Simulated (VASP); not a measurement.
# MoS2 (P6_3/mmc) in VASP: notebook, part 2 of 2

VASP 6.6.1. The steps go on from the part before.

## (4) Single point, PBE

This run uses another cell than the first one, of 18.22 Å³/atom, 1.041 times its volume.

Contents of INCAR:

```
SYSTEM = MoS2
PREC = Accurate ; ENCUT = 520
EDIFF = 1E-6 ; ISMEAR = 1
SIGMA = 0.15 ; LREAL = .FALSE.
LASPH = .TRUE. ; NELM = 80
ALGO = Normal ; ISIF = 2
LWAVE = .FALSE. ; LCHARG = .FALSE.
GGA = PE ; NBANDS = 35
```

Contents of KPOINTS:

```
Automatic mesh
0
G
  8 8 2
  0 0 0
```

Contents of POSCAR:

```
MoS2
1.0
    3.1899873666      0.0000000000      0.0000000000
   -1.5949936833      2.7626105959      0.0000000000
    0.0000000000      0.0000000000     12.4056182726
Mo S
2 4
Direct
    0.3333333333      0.6666666667      0.2500000000
    0.6666666667      0.3333333333      0.7500000000
    0.3333333333      0.6666666667      0.6230000000
    0.6666666667      0.3333333333      0.1230000000
    0.3333333333      0.6666666667      0.8770000000
    0.6666666667      0.3333333333      0.3770000000
```

Potentials or basis: VASP PAW PBE potentials, release 64 (Mo_sv, S).

Started as:

```bash
$ cat potpaw_PBE.64/Mo_sv/POTCAR potpaw_PBE.64/S/POTCAR > POTCAR
$ mpirun -np 1 vasp_std > vasp.out
```

OUTCAR:

```text
SYSTEM = MoS2
   PREC = Accurate
   ENCUT = 520
   EDIFF = 1E-6
   ISMEAR = 1
   LREAL = .FALSE.
   LASPH = .TRUE.
   NELM = 80
   ISIF = 2
   GGA = PE

 ion  position               nearest neighbor table
   1  0.333  0.667  0.250-   4 2.42   6 2.42   4 2.42   6 2.42   4 2.42   6 2.42
   2  0.667  0.333  0.750-   3 2.42   5 2.42   3 2.42   5 2.42   3 2.42   5 2.42
   3  0.333  0.667  0.623-   2 2.42   2 2.42   2 2.42
   4  0.667  0.333  0.123-   1 2.42   1 2.42   1 2.42
   5  0.333  0.667  0.877-   2 2.42   2 2.42   2 2.42
   6  0.667  0.333  0.377-   1 2.42   1 2.42   1 2.42

  LATTYP: Found a hexagonal cell.
 ALAT       =     3.1899873666
 C/A-ratio  =     3.8889239508

  Lattice vectors:

 A1 = (   3.1899873666,   0.0000000000,   0.0000000000)
 A2 = (  -1.5949936833,   2.7626105959,   0.0000000000)
 A3 = (   0.0000000000,   0.0000000000,  12.4056182726)

Analysis of symmetry for initial positions (statically):
=====================================================================
 Subroutine PRICEL returns:
 Original cell was already a primitive cell.

 Routine SETGRP: Setting up the symmetry group for a
 hexagonal supercell.

 Subroutine GETGRP returns: Found 24 space group operations
 (whereof 12 operations were pure point group operations)
 out of a pool of 24 trial point group operations.

The static configuration has the point symmetry D_3d.
 The point group associated with its full space group is D_6h.

Analysis of symmetry for dynamics (positions and initial velocities):
=====================================================================
 Subroutine PRICEL returns:
 Original cell was already a primitive cell.

 Routine SETGRP: Setting up the symmetry group for a
 hexagonal supercell.

 Subroutine GETGRP returns: Found 24 space group operations
 (whereof 12 operations were pure point group operations)
 out of a pool of 24 trial point group operations.

The dynamic configuration has the point symmetry D_3d.
 The point group associated with its full space group is D_6h.

 Subroutine INISYM returns: Found 24 space group operations
 (whereof 12 operations are pure point group operations),
 and found     1 'primitive' translations

----------------------------------------------------------------------------------------

                                     Primitive cell

  volume of cell :     109.3269

  direct lattice vectors                    reciprocal lattice vectors
     3.189987367  0.000000000  0.000000000     0.313480865  0.180988229  0.000000000
    -1.594993683  2.762610596  0.000000000     0.000000000  0.361976459  0.000000000
     0.000000000  0.000000000 12.405618273     0.000000000  0.000000000  0.080608639

  length of vectors
     3.189987367  3.189987798 12.405618273     0.361976508  0.361976459  0.080608639

  position of ions in fractional coordinates (direct lattice)
     0.333333333  0.666666667  0.250000000
     0.666666667  0.333333333  0.750000000
     0.333333333  0.666666667  0.623000000
     0.666666667  0.333333333  0.123000000
     0.333333333  0.666666667  0.877000000
     0.666666667  0.333333333  0.377000000

  ion indices of the primitive-cell ions
   primitive index   ion index
                 1           1
                 2           2
                 3           3
                 4           4
[... 31 lines left out ...]
  0.000000  0.000000  0.000000      1.000000
  0.125000  0.000000  0.000000      6.000000
  0.250000  0.000000  0.000000      6.000000
  0.375000  0.000000  0.000000      6.000000
  0.500000  0.000000  0.000000      3.000000
  0.125000  0.125000  0.000000      6.000000
[... 12 lines left out ...]
  0.250000  0.250000  0.500000      6.000000
  0.375000  0.250000  0.500000      6.000000
   k-points           NKPTS =     20   k-points in BZ     NKDIM =     20   number of bands    NBANDS=     35
   number of dos      NEDOS =    301   number of ions     NIONS =      6
   total plane-waves  NPLWV =  55296
   dimension x,y,z NGX =    24 NGY =   24 NGZ =   96
   dimension x,y,z NGXF=    48 NGYF=   48 NGZF=  192
   ions per type =               2   4
   NGX,Y,Z   is equivalent  to a cutoff of  12.51, 12.51, 12.86 a.u.
   NGXF,Y,Z  is equivalent  to a cutoff of  25.02, 25.02, 25.73 a.u.
 SYSTEM =  MoS2
   PREC   = accura    normal or accurate (medium, high low for compatibility)
   ISTART =      0    job   : 0-new  1-cont  2-samecut
   ICHARG =      2    charge: 1-file 2-atom 10-const
   ISPIN  =      1    spin polarized calculation?
   LNONCOLLINEAR =      F non collinear calculations
   LSORBIT =      F    spin-orbit coupling
   LASPH  =      T    aspherical Exc in radial PAW
   ENCUT  =  520.0 eV  38.22 Ry    6.18 a.u.   5.93  5.93 23.07*2*pi/ulx,y,z
   NELM   =     80;   NELMIN=  2; NELMDL= -5     # of ELM steps
   EDIFF  = 0.1E-05   stopping-criterion for ELM
   LREAL  =      F    real-space projection
   EDIFFG = 0.1E-04   stopping-criterion for IOM
   NSW    =      0    number of steps for IOM
   IBRION =     -1    ionic relax: 0-MD 1-quasi-New 2-CG
   NFREE  =      0    steps in history (QN), initial steepest desc. (CG)
   ISIF   =      2    stress and relaxation
   ISYM   =      2    0-nonsym 1-usesym 2-fastsym
   POTIM  = 0.5000    time-step for ionic-motion
   TEBEG  =    0.0;   TEEND  =   0.0 temperature during run
   PSTRESS=    0.0 pullay stress
   NELECT =      52.0000    total number of electrons
   NUPDOWN=      -1.0000    fix difference up-down
   EMIN   =  10.00;   EMAX   =-10.00  energy-range for DOS
   EFERMI =   0.00;   METHOD = LEGACY
   ISMEAR =     1;   SIGMA  =   0.15  broadening in eV -4-tet -1-fermi 0-gaus
   EFERMI_NEDOS =   21; number of points for ismear=-14 and -15
   IALGO  =     38    algorithm
   IMIX   =      4    mixing-type and parameters
     AMIX     =   0.40;   BMIX     =  1.00
     AMIX_MAG =   1.60;   BMIX_MAG =  1.00
  volume/ion in A,a.u.               =      18.22       122.96
  Fermi-wavevector in a.u.,A,eV,Ry     =   1.277910  2.414900 22.219047  1.633054
  Thomas-Fermi vector in A             =   2.410483
   LORBIT       =      0    0 simple, 1 ext, 2 COOP (PROOUT), +10 PAW based schemes
   GGA     = PE    functional components
   LHFCALC =     F    Hartree Fock is set to
   AEXX    =    0.0000 exact exchange contribution
   IVDW    =     0    specifies the selected vdW correction
   LEPSILON=     F    determine dielectric tensor
   LRPA    =     F    only Hartree local field effects (RPA)
 non-spin polarized calculation
 Methfessel and Paxton  Order N= 1 SIGMA  =   0.15
  energy-cutoff  :      520.00
  volume of cell :      109.33
 maximum number of plane-waves:      2984
 NGX is ok and might be reduce to    24
   NGX = 11   NGY = 11   NGZ = 47

 number of electron      51.9999996 magnetization

 Free energy of the ion-electron system (eV)
  ---------------------------------------------------
  ext. energy  EPLUGINS =         0.00000000
  ---------------------------------------------------
  free energy    TOTEN  =       -43.61979652 eV

  energy without entropy =      -43.61987410  energy(sigma->0) =      -43.61982238

 E-fermi :   7.3365     XC(G=0): -10.7195

 val. band max:        7.2117087003   @ k =   0.0000   0.0000   0.0000
 cond. band min:       8.2170865110   @ k =   0.2500   0.1250   0.0000
 fundamental gap:      1.0053778107
 Fermi energy:         7.3365277640

 k-point     1 :       0.0000    0.0000    0.0000
  band No.  band energies     occupation
      1     -54.2899      2.00000
      2     -54.2899      2.00000
      3     -28.4203      2.00000
      4     -28.4203      2.00000
      5     -28.2222      2.00000
      6     -28.2222      2.00000
[... 749 lines left out ...]
     34      11.2090      0.00000
     35      13.6870      0.00000

------------------------ aborting loop because EDIFF is reached ----------------------------------------

  FORCE on cell =-STRESS in cart. coord.  units (eV):
  Direction    XX          YY          ZZ          XY          YZ          ZX
  --------------------------------------------------------------------------------------
  -------------------------------------------------------------------------------------
  Total       -0.7031593     -0.7031595     -0.6815327     -0.0000000      0.0000000      0.0000000
  in kB      -10.3047446    -10.3047483     -9.9878091     -0.0000000      0.0000000      0.0000000
  external PRESSURE =     -10.1991007 kB  Pullay stress =       0.0000000 kB

 VOLUME and BASIS-vectors are now :
 -----------------------------------------------------------------------------
  energy-cutoff  :      520.00
  volume of cell :      109.33
      direct lattice vectors                 reciprocal lattice vectors
     3.189987367  0.000000000  0.000000000     0.313480865  0.180988229  0.000000000
    -1.594993683  2.762610596  0.000000000     0.000000000  0.361976459  0.000000000
     0.000000000  0.000000000 12.405618273     0.000000000  0.000000000  0.080608639

 POSITION                                       TOTAL-FORCE (eV/Angst)
 -----------------------------------------------------------------------------------
     -0.00000      1.84174      3.10140         0.000000      0.000000      0.000000
      1.59499      0.92087      9.30421        -0.000000     -0.000000      0.000000
     -0.00000      1.84174      7.72870         0.000000      0.000000      0.380766
      1.59499      0.92087      1.52589        -0.000000     -0.000000      0.380766
     -0.00000      1.84174     10.87973         0.000000      0.000000     -0.380766
      1.59499      0.92087      4.67692         0.000000     -0.000000     -0.380766
 -----------------------------------------------------------------------------------
    total drift:                               -0.000000      0.000000     -0.000000

  FREE ENERGIE OF THE ION-ELECTRON SYSTEM (eV)
  ---------------------------------------------------
  free  energy   TOTEN  =       -43.6197965224 eV

  energy  without entropy=      -43.6198740986  energy(sigma->0) =      -43.61982238
```

stdout:

```text
POSCAR found type information on POSCAR MoS
 POSCAR found :  2 types and       6 ions
 scaLAPACK will be used
 LDA part: xc-table for (Slater+PW92), standard interpolation
 POSCAR, INCAR and KPOINTS ok, starting setup
 FFT: planning ... GRIDC
 FFT: planning ... GRID_SOFT
 FFT: planning ... GRID
 WAVECAR not read
 entering main loop
```

Wall time 58 s (1 thread of Intel Xeon Platinum 8175M at 2.50GHz (Skylake/Cascade Lake), shared host); peak memory 0.24 GiB.

Results:

* Free energy: -43.6198 eV
* Pressure: -1.0 GPa
* Largest force: 0.381 eV/Å
* Band gap on the k mesh: 1.01 eV, indirect (least direct gap 1.88 eV)

Forces in eV/Å, atoms in the order of the input:
```
Mo   0.000  0.000  0.000
Mo   0.000  0.000  0.000
S    0.000  0.000  0.381
S    0.000  0.000  0.381
S    0.000  0.000 -0.381
S    0.000  0.000 -0.381
```

Levels at points of the mesh, in eV from the valence-band top:
```csv
k point,band 22,band 23,band 24,band 25,band 26,band 27,band 28,band 29,band 30,band 31
"(0.00, 0.00, 0.00)",-2.06,-2.06,-1.17,-1.07,0.00,2.08,2.08,2.11,2.11,2.22
"(0.50, 0.00, 0.00)",-2.43,-1.69,-1.50,-1.34,-1.22,1.58,1.63,1.98,2.22,2.84
"(0.00, 0.00, 0.50)",-2.08,-2.08,-2.08,-0.25,-0.25,2.09,2.09,2.09,2.09,2.32
"(0.50, 0.00, 0.50)",-2.57,-1.59,-1.59,-1.27,-1.27,1.60,1.60,2.11,2.11,3.20
```

Caveat: this functional lacks dispersion, which binds the layers, so the pressure and a relaxed spacing across them are unreliable.

## (5) Summary

| cell | smearing | gap on the mesh (eV) | pressure (GPa) | largest force (eV/Å) |
| --- | --- | --- | --- | --- |
| a = 3.148, b = 3.148, c = 12.241 Å, angles 90.0, 90.0, 120.0°, 6 atoms | methfessel-paxton 0.133 eV | 0.98 | 5.1 | 0.25 |
| a = 3.169, b = 3.169, c = 12.324 Å, angles 90.0, 90.0, 120.0°, 6 atoms | methfessel-paxton 0.15 eV | 0.99 | 1.9 | 0.08 |
| a = 3.190, b = 3.190, c = 12.406 Å, angles 90.0, 90.0, 120.0°, 6 atoms | methfessel-paxton 0.15 eV | 1.01 | -1.0 | 0.38 |

Alike in all rows: task single point; level PBE; potentials or basis VASP PAW PBE potentials, release 64 (Mo_sv, S); no spin polarisation; k mesh 8 × 8 × 2; cutoff (eV) 520.

Caveats: this functional lacks dispersion, which binds the layers, so the pressure and a relaxed spacing across them are unreliable.

Total energies depend on the potentials used, so only differences within one code and one set of settings carry meaning.

## (6) Comparison with measurements

Step 3. A measured gap of MoS2 is 1.3 eV (indirect; 300 K; “Multiwavelength excitation Raman Scattering Analysis of bulk and 2 dimensional MoS2: Vibrational properties of atomically thin MoS2 layers”, 2015, arxiv:1506.03228); the calculated 0.99 eV misses it by -0.31 eV. Spin-orbit coupling on Mo is left out. The value is that of PBE on a finite k mesh, which can miss the band edges, without temperature or zero-point motion. Semilocal functionals fall short of measured gaps as a rule.

Step 4. A measured gap of MoS2 is 1.3 eV (indirect; 300 K; “Multiwavelength excitation Raman Scattering Analysis of bulk and 2 dimensional MoS2: Vibrational properties of atomically thin MoS2 layers”, 2015, arxiv:1506.03228); the calculated 1.01 eV misses it by -0.29 eV. Spin-orbit coupling on Mo is left out. The value is that of PBE on a finite k mesh, which can miss the band edges, without temperature or zero-point motion. Semilocal functionals fall short of measured gaps as a rule.
